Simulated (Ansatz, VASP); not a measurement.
Two plane-wave programs on TiO2

```
Ti O
1.0
     4.55231    0.00000    0.00000
     0.00000    5.52972    0.00000
     0.00000    0.00000    4.89802
Ti O
4 8
Direct
  0.00000 0.17678 0.25000
  0.50000 0.32322 0.75000
  0.00000 0.82322 0.75000
  0.50000 0.67678 0.25000
  0.27046 0.38206 0.41937
  0.22954 0.11794 0.91937
  0.77046 0.11794 0.58063
  0.72954 0.38206 0.08063
  0.72954 0.61794 0.58063
  0.77046 0.88206 0.08063
  0.22954 0.88206 0.41937
  0.27046 0.61794 0.91937
```

Alike in both runs: functional PBE; dispersion D3(BJ); k mesh 6 × 4 × 6; occupations gaussian, width 0.02 eV; no spin polarisation.

Ansatz relaxed the structure, and its values are those at the end. VASP's run is a single point on that final structure, the one shown.

|  | VASP | Ansatz |
| --- | --- | --- |
| version | VASP 6.6.1 | Ansatz 0.2.0 |
| potentials or method | VASP PAW PBE potentials, release 64 (Ti_sv, O), cutoff 520 eV | scalar-relativistic, plane waves, PAW |
| valence electrons in the cell | 96 | 96 |

|  | VASP | Ansatz | Ansatz less VASP |
| --- | --- | --- | --- |
| gap on the k mesh at the Fermi level (eV) | 2.64 | 2.67 | +0.022 |
| least direct gap on the mesh (eV) | 2.70 | 2.72 | +0.021 |
| pressure (GPa) | 0.8 | 0.0 | -0.74 |
| rms of the force components (eV/Å) | 0.022 | 0.002 | -0.0201 |
